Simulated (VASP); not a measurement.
Write the native input for VASP 6.6.1 that does the following.

```
Task                   : single point
Functional             : PBEsol
Dispersion             : D3(BJ)
Potentials or basis    : VASP PAW PBE potentials, release 64 (Mn_pv, S)
Cutoff                 : 520 eV
k mesh                 : 9 × 9 × 9
Occupations            : fermi-dirac, width 0.05 eV
Spin                   : collinear spin, ferromagnetic start
Starting moments       : [4.0, 0.0] μB
Dipole correction      : no
Further INCAR settings : ALGO = Normal; EDIFF = 1e-07; NBANDS = 20
```

The structure of MnS lies in POSCAR:

```
MnS
1.0
    0.0000000000      2.4314847371      2.4314847371
    2.4314847371      0.0000000000      2.4314847371
    2.4314847371      2.4314847371      0.0000000000
Mn S
1 1
Direct
    0.0000000000      0.0000000000      0.0000000000
    0.7500000000      0.7500000000      0.7500000000
```

One way to write it, as run:

INCAR

```
SYSTEM = MnS
PREC     = Accurate       ! precision mode
ENCUT    = 520            ! plane-wave cutoff, eV
EDIFF    = 1E-7           ! SCF threshold, eV
ISMEAR   = -1             ! smearing method
SIGMA    = 0.05           ! smearing width, eV
LREAL    = .FALSE.        ! projectors in reciprocal space
LASPH    = .TRUE.         ! aspherical terms in the spheres
NELM     = 150            ! most SCF steps
ALGO     = Normal         ! electronic algorithm
ISIF     = 2              ! what is computed and relaxed
LWAVE    = .FALSE.        ! write WAVECAR
LCHARG   = .TRUE.         ! write CHGCAR
ISPIN    = 2              ! spin polarisation
MAGMOM   = 4 0            ! initial moments
LORBIT   = 11             ! projections on sites
LMAXMIX  = 4              ! l up to which the mixer works
GGA      = PS             ! functional
IVDW     = 12             ! dispersion correction
LELF     = .TRUE.         ! ELF
LVHAR    = .TRUE.       
NBANDS   = 20             ! bands
```

KPOINTS

```
regular mesh
0
G
  9 9 9
  0 0 0
```

Potentials or basis: VASP PAW PBE potentials, release 64 (Mn_pv, S).

Command:

```bash
$ cat potpaw_PBE.64/Mn_pv/POTCAR potpaw_PBE.64/S/POTCAR > POTCAR
$ mpirun -np 1 vasp_std > vasp.out
```

It gave:

| Quantity | Value |
| --- | --- |
| Pressure | 0.2 GPa |
| Net moment | 0.15 μB per cell |
| Site moments | Mn +0.15; S -0.00 μB |
| Valence electrons inside the program's atomic spheres | Mn 12.16; S 3.74 |
| Dispersion energy per atom | -0.438 eV |

Caveat: the PAW data sets were made with another functional, which shifts forces and pressure a little; the moment fell far below its start of 4 μB, so a state of higher moment may lie lower in energy; pairwise dispersion overbinds metals, which lowers pressure and volume.

It took 2.2 min on 1 thread of AMD EPYC 7R13, on a shared host, peak memory 0.17 GiB.
